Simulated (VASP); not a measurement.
# AgCl (P4mm) in VASP: single point with r2SCAN

Aim: the single point of AgCl with r2SCAN.

All numbers are computed with VASP 6.6.1; they aren't measurements. Logs are shortened: lines on timing, memory, paths and dates and some standing lists are left out, and cuts for length are marked.

### 1 The cell of the first run

Symmetry: P4mm, No. 99, tetragonal system. Conventional cell: a = 3.434 Å, b = 3.434 Å, c = 3.434 Å, α = 90.00°, β = 90.00°, γ = 90.00°. Within 3.8 Å of Ag (site symmetry 4mm) lie 8 Cl at 2.92 to 3.03 Å and 6 Ag at 3.43 Å. Cl (site symmetry 4mm) has 8 Ag at 2.92 to 3.03 Å and 6 Cl at 3.43 Å within 3.8 Å.

### 2 Single point, r2SCAN (atom 2 (Cl) moved by (-0.100, +0.000) A along y and z)

POSCAR

```
AgCl
1.0
    3.4339730000      0.0000000000      0.0000000000
    0.0000000000      3.4339730000      0.0000000000
    0.0000000000      0.0000000000      3.4339730000
Ag Cl
1 1
Direct
    0.0000000000      0.0000000000      0.0000000000
    0.5000000000      0.4708792119      0.5000000000
```

INCAR.step1

```
  PREC = Accurate
  ENCUT = 520
  ISMEAR = 0
  SIGMA = 0.05
  LREAL = F
  LASPH = T
  NELM = 100
  NBANDS = 16
  GGA = PE
  ALGO = Normal
  EDIFF = 1E-4
  LWAVE = T
  LCHARG = F
```

INCAR.step2

```
  PREC = Accurate
  ENCUT = 520
  EDIFF = 1E-6
  ISMEAR = 0
  SIGMA = 0.05
  LREAL = F
  LASPH = T
  NELM = 100
  ALGO = Normal
  ISIF = 2
  LWAVE = F
  LCHARG = F
  METAGGA = R2SCAN
  LMIXTAU = T
  NBANDS = 16
  ISTART = 1
```

KPOINTS

```
Automatic mesh
0
Gamma
  8 8 8
```

Potentials or basis: VASP PAW PBE potentials, release 64 (Ag, Cl).

The run is started by

```
$ cat potpaw_PBE.64/Ag/POTCAR potpaw_PBE.64/Cl/POTCAR > POTCAR
$ cp INCAR.step1 INCAR
$ mpirun -np 1 vasp_std > vasp.out
$ cp INCAR.step2 INCAR
$ mpirun -np 1 vasp_std > vasp.out
```

OUTCAR:

```text
PREC = Accurate
   ENCUT = 520
   EDIFF = 1E-6
   ISMEAR = 0
   LREAL = F
   LASPH = T
   NELM = 100
   ISIF = 2
   METAGGA = R2SCAN
   ISTART = 1

 ion  position               nearest neighbor table
   1  0.000  0.000  0.000-   2 2.92   2 2.92   2 2.92   2 2.92   2 3.03   2 3.03   2 3.03   2 3.03

   2  0.500  0.471  0.500-   1 2.92   1 2.92   1 2.92   1 2.92   1 3.03   1 3.03   1 3.03   1 3.03

  LATTYP: Found a simple cubic cell.
 ALAT       =     3.4339730000

  Lattice vectors:

 A1 = (   3.4339730000,   0.0000000000,   0.0000000000)
 A2 = (   0.0000000000,   3.4339730000,   0.0000000000)
 A3 = (   0.0000000000,   0.0000000000,   3.4339730000)

Analysis of symmetry for initial positions (statically):
=====================================================================
 Subroutine PRICEL returns:
 Original cell was already a primitive cell.

 Routine SETGRP: Setting up the symmetry group for a
 simple cubic supercell.

 Subroutine GETGRP returns: Found  8 space group operations
 (whereof  8 operations were pure point group operations)
 out of a pool of 48 trial point group operations.

The static configuration has the point symmetry C_4v.

Analysis of symmetry for dynamics (positions and initial velocities):
=====================================================================
 Subroutine PRICEL returns:
 Original cell was already a primitive cell.

 Routine SETGRP: Setting up the symmetry group for a
 simple cubic supercell.

 Subroutine GETGRP returns: Found  8 space group operations
 (whereof  8 operations were pure point group operations)
 out of a pool of 48 trial point group operations.

The dynamic configuration has the point symmetry C_4v.

 Subroutine INISYM returns: Found  8 space group operations
 (whereof  8 operations are pure point group operations),
 and found     1 'primitive' translations

----------------------------------------------------------------------------------------

                                     Primitive cell

  volume of cell :      40.4940

  direct lattice vectors                    reciprocal lattice vectors
     3.433973000  0.000000000  0.000000000     0.291207881  0.000000000  0.000000000
     0.000000000  3.433973000  0.000000000     0.000000000  0.291207881  0.000000000
     0.000000000  0.000000000  3.433973000     0.000000000  0.000000000  0.291207881

  length of vectors
     3.433973000  3.433973000  3.433973000     0.291207881  0.291207881  0.291207881

  position of ions in fractional coordinates (direct lattice)
     0.000000000  0.000000000  0.000000000
     0.500000000  0.470879212  0.500000000

  ion indices of the primitive-cell ions
   primitive index   ion index
                 1           1
                 2           2

----------------------------------------------------------------------------------------

 KPOINTS: Automatic mesh

Automatic generation of k-mesh.
 Grid dimensions read from file:
 generate k-points for:    8    8    8

 Generating k-lattice:

  Cartesian coordinates                     Fractional coordinates (reciprocal lattice)
     0.036400985  0.000000000  0.000000000     0.125000000  0.000000000  0.000000000
     0.000000000  0.036400985  0.000000000     0.000000000  0.125000000  0.000000000
     0.000000000  0.000000000  0.036400985     0.000000000  0.000000000  0.125000000

  Length of vectors
     0.036400985  0.036400985  0.036400985

  Shift w.r.t. Gamma in fractional coordinates (k-lattice)
     0.000000000  0.000000000  0.000000000

 Subroutine IBZKPT returns following result:
 ===========================================

 Found     75 irreducible k-points:

 Following reciprocal coordinates:
            Coordinates               Weight
  0.000000  0.000000  0.000000      1.000000
  0.125000  0.000000  0.000000      4.000000
  0.000000  0.125000  0.000000      2.000000
  0.250000  0.000000  0.000000      4.000000
  0.000000  0.250000  0.000000      2.000000
  0.375000  0.000000  0.000000      4.000000
[... 16 lines left out ...]
  0.375000  0.250000  0.000000      8.000000
  0.000000  0.375000  0.250000      8.000000
 [... further k-points ...]
   k-points           NKPTS =     75   k-points in BZ     NKDIM =     75   number of bands    NBANDS=     16
   number of dos      NEDOS =    301   number of ions     NIONS =      2
   total plane-waves  NPLWV =  21952
   dimension x,y,z NGX =    28 NGY =   28 NGZ =   28
   dimension x,y,z NGXF=    56 NGYF=   56 NGZF=   56
   ions per type =               1   1
   NGX,Y,Z   is equivalent  to a cutoff of  13.56, 13.56, 13.56 a.u.
   NGXF,Y,Z  is equivalent  to a cutoff of  27.11, 27.11, 27.11 a.u.
 SYSTEM =  unknown system
   PREC   = accura    normal or accurate (medium, high low for compatibility)
   ISTART =      1    job   : 0-new  1-cont  2-samecut
   ICHARG =      0    charge: 1-file 2-atom 10-const
   ISPIN  =      1    spin polarized calculation?
   LNONCOLLINEAR =      F non collinear calculations
   LSORBIT =      F    spin-orbit coupling
   LASPH  =      T    aspherical Exc in radial PAW
   ENCUT  =  520.0 eV  38.22 Ry    6.18 a.u.   6.38  6.38  6.38*2*pi/ulx,y,z
   NELM   =    100;   NELMIN=  2; NELMDL=  0     # of ELM steps
   EDIFF  = 0.1E-05   stopping-criterion for ELM
   LREAL  =      F    real-space projection
   EDIFFG = 0.1E-04   stopping-criterion for IOM
   NSW    =      0    number of steps for IOM
   IBRION =     -1    ionic relax: 0-MD 1-quasi-New 2-CG
   NFREE  =      0    steps in history (QN), initial steepest desc. (CG)
   ISIF   =      2    stress and relaxation
   ISYM   =      2    0-nonsym 1-usesym 2-fastsym
   POTIM  = 0.5000    time-step for ionic-motion
   TEBEG  =    0.0;   TEEND  =   0.0 temperature during run
   PSTRESS=    0.0 pullay stress
   NELECT =      18.0000    total number of electrons
   NUPDOWN=      -1.0000    fix difference up-down
   EMIN   =  10.00;   EMAX   =-10.00  energy-range for DOS
   EFERMI =   0.00;   METHOD = LEGACY
   ISMEAR =     0;   SIGMA  =   0.05  broadening in eV -4-tet -1-fermi 0-gaus
   EFERMI_NEDOS =   21; number of points for ismear=-14 and -15
   IALGO  =     38    algorithm
   IMIX   =      4    mixing-type and parameters
     AMIX     =   0.40;   BMIX     =  1.00
     AMIX_MAG =   1.60;   BMIX_MAG =  1.00
  volume/ion in A,a.u.               =      20.25       136.63
  Fermi-wavevector in a.u.,A,eV,Ry     =   1.249402  2.361027 21.238760  1.561005
  Thomas-Fermi vector in A             =   2.383444
   LORBIT       =      0    0 simple, 1 ext, 2 COOP (PROOUT), +10 PAW based schemes
   METAGGA = R2SCAN    functional components
   LHFCALC =     F    Hartree Fock is set to
   AEXX    =    0.0000 exact exchange contribution
   IVDW    =     0    specifies the selected vdW correction
   LEPSILON=     F    determine dielectric tensor
   LRPA    =     F    only Hartree local field effects (RPA)
 non-spin polarized calculation
 Gauss-broadening in eV      SIGMA  =   0.05
  energy-cutoff  :      520.00
  volume of cell :       40.49
 maximum number of plane-waves:      1110
 NGX is ok and might be reduce to    28
   NGX = 13   NGY = 13   NGZ = 13

 number of electron      18.0000003 magnetization

 Free energy of the ion-electron system (eV)
  ---------------------------------------------------
  ext. energy  EPLUGINS =         0.00000000
  ---------------------------------------------------
  free energy    TOTEN  =       -28.39125606 eV

  energy without entropy =      -28.39125606  energy(sigma->0) =      -28.39125606

 E-fermi :   3.9046     XC(G=0): -10.8696

 val. band max:        3.5932378714   @ k =   0.5000   0.0000   0.0000
 cond. band min:       4.7538675558   @ k =   0.0000   0.0000   0.0000
 fundamental gap:      1.1606296844
 Fermi energy:         3.9046304827

 k-point     1 :       0.0000    0.0000    0.0000
  band No.  band energies     occupation
      1     -11.6031      2.00000
      2       0.8514      2.00000
      3       0.8913      2.00000
      4       1.7354      2.00000
      5       1.7354      2.00000
      6       1.8130      2.00000
[... 8 lines left out ...]
     15      18.3075      0.00000
     16      20.6596      0.00000

 k-point     2 :       0.1250    0.0000    0.0000
  band No.  band energies     occupation
      1     -11.5410      2.00000
      2       0.6485      2.00000
      3       0.8810      2.00000
      4       1.3886      2.00000
      5       1.4422      2.00000
      6       1.6473      2.00000
[... 8 lines left out ...]
     15      17.7854      0.00000
     16      20.5968      0.00000

 k-point     3 :       0.0000    0.1250    0.0000
  band No.  band energies     occupation
      1     -11.5412      2.00000
      2       0.6291      2.00000
      3       0.9111      2.00000
      4       1.3919      2.00000
      5       1.3919      2.00000
      6       1.7073      2.00000
[... 8 lines left out ...]
     15      17.8562      0.00000
     16      20.6397      0.00000

 k-point     4 :       0.2500    0.0000    0.0000
  band No.  band energies     occupation
      1     -11.3841      2.00000
      2      -0.2791      2.00000
      3       0.9106      2.00000
      4       1.0095      2.00000
      5       1.0857      2.00000
      6       1.7290      2.00000
[... 8 lines left out ...]
     15      18.1750      0.00000
     16      20.4946      0.00000

 k-point     5 :       0.0000    0.2500    0.0000
  band No.  band energies     occupation
      1     -11.3848      2.00000
      2      -0.2772      2.00000
      3       0.9597      2.00000
      4       1.0170      2.00000
      5       1.0170      2.00000
      6       1.7559      2.00000
[... 8 lines left out ...]
     15      18.2248      0.00000
     16      20.5032      0.00000

 k-point     6 :       0.3750    0.0000    0.0000
  band No.  band energies     occupation
      1     -11.2157      2.00000
      2      -1.1232      2.00000
      3       0.7622      2.00000
      4       0.7869      2.00000
      5       1.0136      2.00000
      6       1.8548      2.00000
[... 8 lines left out ...]
     15      20.2957      0.00000
     16      20.3798      0.00000

 k-point     7 :       0.0000    0.3750    0.0000
  band No.  band energies     occupation
      1     -11.2169      2.00000
      2      -1.1158      2.00000
      3       0.7724      2.00000
      4       0.7724      2.00000
      5       1.0091      2.00000
      6       1.8557      2.00000
[... 8 lines left out ...]
     15      20.3324      0.00000
     16      20.3684      0.00000

 k-point     8 :       0.5000    0.0000    0.0000
  band No.  band energies     occupation
      1     -11.1420      2.00000
      2      -1.4418      2.00000
      3       0.6767      2.00000
      4       0.7081      2.00000
      5       1.0290      2.00000
      6       1.8625      2.00000
[... 8 lines left out ...]
     15      20.0856      0.00000
     16      20.3303      0.00000

 k-point     9 :       0.0000    0.5000    0.0000
  band No.  band energies     occupation
      1     -11.1435      2.00000
      2      -1.4332      2.00000
      3       0.6877      2.00000
      4       0.6877      2.00000
      5       1.0298      2.00000
      6       1.8631      2.00000
[... 8 lines left out ...]
     15      20.1089      0.00000
     16      20.3130      0.00000
[... 172 lines left out ...]
 k-point    19 :       0.0000    0.5000    0.1250
  band No.  band energies     occupation
      1     -11.1011      2.00000
      2      -1.2846      2.00000
      3       0.6046      2.00000
      4       0.7721      2.00000
      5       1.0883      2.00000
      6       1.8110      2.00000
[... 8 lines left out ...]
     15      19.7692      0.00000
     16      20.7601      0.00000

 k-point    20 :       0.1250    0.0000    0.5000
  band No.  band energies     occupation
      1     -11.0999      2.00000
      2      -1.2933      2.00000
      3       0.5937      2.00000
      4       0.7922      2.00000
      5       1.0846      2.00000
      6       1.8108      2.00000
[... 8 lines left out ...]
     15      19.7716      0.00000
     16      20.7402      0.00000

 k-point    21 :       0.2500    0.2500    0.0000
  band No.  band energies     occupation
      1     -11.1980      2.00000
      2      -0.2434      2.00000
      3       0.3845      2.00000
      4       1.0577      2.00000
      5       1.2166      2.00000
      6       1.6744      2.00000
[... 8 lines left out ...]
     15      18.8201      0.00000
     16      19.0719      0.00000

 k-point    22 :       0.2500    0.0000    0.2500
  band No.  band energies     occupation
      1     -11.1977      2.00000
      2      -0.2472      2.00000
      3       0.3740      2.00000
      4       1.0644      2.00000
      5       1.2207      2.00000
      6       1.6636      2.00000
[... 8 lines left out ...]
     15      18.7033      0.00000
     16      19.1595      0.00000

 k-point    23 :       0.3750    0.2500    0.0000
  band No.  band energies     occupation
      1     -11.0563      2.00000
      2      -0.6645      2.00000
      3       0.3706      2.00000
      4       1.0241      2.00000
      5       1.2151      2.00000
      6       1.6716      2.00000
[... 8 lines left out ...]
     15      18.7348      0.00000
     16      20.2420      0.00000

 k-point    24 :       0.0000    0.3750    0.2500
  band No.  band energies     occupation
      1     -11.0568      2.00000
      2      -0.6547      2.00000
      3       0.3530      2.00000
      4       1.0316      2.00000
      5       1.2151      2.00000
      6       1.6683      2.00000
[... 8 lines left out ...]
     15      18.7282      0.00000
     16      20.2529      0.00000

 [... further k-points ...]

------------------------ aborting loop because EDIFF is reached ----------------------------------------

  FORCE on cell =-STRESS in cart. coord.  units (eV):
  Direction    XX          YY          ZZ          XY          YZ          ZX
  --------------------------------------------------------------------------------------
  -------------------------------------------------------------------------------------
  Total       -0.4347170     -0.4535072     -0.4347170      0.0000000      0.0000000      0.0000000
  in kB      -17.1999273    -17.9433738    -17.1999273      0.0000000      0.0000000      0.0000000
  external PRESSURE =     -17.4477428 kB  Pullay stress =       0.0000000 kB

 VOLUME and BASIS-vectors are now :
 -----------------------------------------------------------------------------
  energy-cutoff  :      520.00
  volume of cell :       40.49
      direct lattice vectors                 reciprocal lattice vectors
     3.433973000  0.000000000  0.000000000     0.291207881  0.000000000  0.000000000
     0.000000000  3.433973000  0.000000000     0.000000000  0.291207881  0.000000000
     0.000000000  0.000000000  3.433973000     0.000000000  0.000000000  0.291207881

 POSITION                                       TOTAL-FORCE (eV/Angst)
 -----------------------------------------------------------------------------------
      0.00000      0.00000      0.00000        -0.000000     -0.025460      0.000000
      1.71699      1.61699      1.71699         0.000000      0.025460     -0.000000
 -----------------------------------------------------------------------------------
    total drift:                               -0.000000      0.002060     -0.000000

  FREE ENERGIE OF THE ION-ELECTRON SYSTEM (eV)
  ---------------------------------------------------
  free  energy   TOTEN  =       -28.3912560617 eV

  energy  without entropy=      -28.3912560617  energy(sigma->0) =      -28.39125606
```

It took 1.8 min on 1 thread of Intel Xeon 6975P-C (Granite Rapids), shared host; peak memory 0.19 GiB.

Results:

```yaml
Free_energy: -28.3913 eV
Pressure: -1.7 GPa
Largest_force: 0.025 eV/Å
Band_gap_on_the_k_mesh: 1.16 eV, indirect (least direct gap 2.66 eV)
```

Forces on the atoms (eV/Å):
```
Ag   0.000 -0.025  0.000
Cl   0.000  0.025  0.000
```

Caveat: the cell differs from its parent crystal (atom 2 (Cl) moved by (-0.100, +0.000) A along y and z); the PAW data sets were made with another functional, which shifts forces and pressure a little. A k mesh can miss the band edges.
